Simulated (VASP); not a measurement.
Runs of VASP 6.6.1 on B. The structure is that of space group I4_1/amd (No. 141), or close to it. The cells are those of the table. 

```tsv
task	cell	cutoff (eV)	gap on the mesh (eV)	pressure (GPa)
relaxation of cell and atoms	relaxed from a = 2.770 Å, angles 97.5, 97.5, 137.5°, 2 atoms	600	none	0.0
single point	a = 2.243 Å, angles 95.7, 95.7, 143.4°, 2 atoms	520	none	591.6
relaxation of shape and atoms at fixed volume	relaxed from a = 2.404 Å, angles 93.4, 93.4, 151.7°, 2 atoms	600	none	591.6
single point	a = 2.954 Å, angles 94.1, 94.1, 149.0°, 2 atoms	520	none	(b)
single point	a = 2.786 Å, angles 94.5, 94.5, 147.4°, 2 atoms	520	none	60.4
single point	a = 2.610 Å, angles 95.0, 95.0, 145.7°, 2 atoms	520	none	134.6
single point	a = 3.263 Å, angles 93.4, 93.4, 151.7°, 2 atoms	520	none	(a)
relaxation of shape and atoms at fixed volume	relaxed from a = 3.150 Å, angles 93.4, 93.4, 151.7°, 2 atoms	600	none	9.1
single point	a = 2.430 Å, angles 95.4, 95.4, 144.2°, 2 atoms	520	none	281.1
single point	a = 3.110 Å, angles 93.8, 93.8, 150.3°, 2 atoms	520	none	9.1
```

Alike in all rows: level PBE; potentials or basis VASP PAW PBE potentials, release 64 (B); no spin polarisation; k mesh 21 × 21 × 21; smearing fermi-dirac 0.05 eV.

Estimate the missing entries.

(a) -0.1; (b) 27.7.

Caveats: the cell stands under pressure (at least some runs).

A gap of «none» marks levels without a gap at the run's occupations.
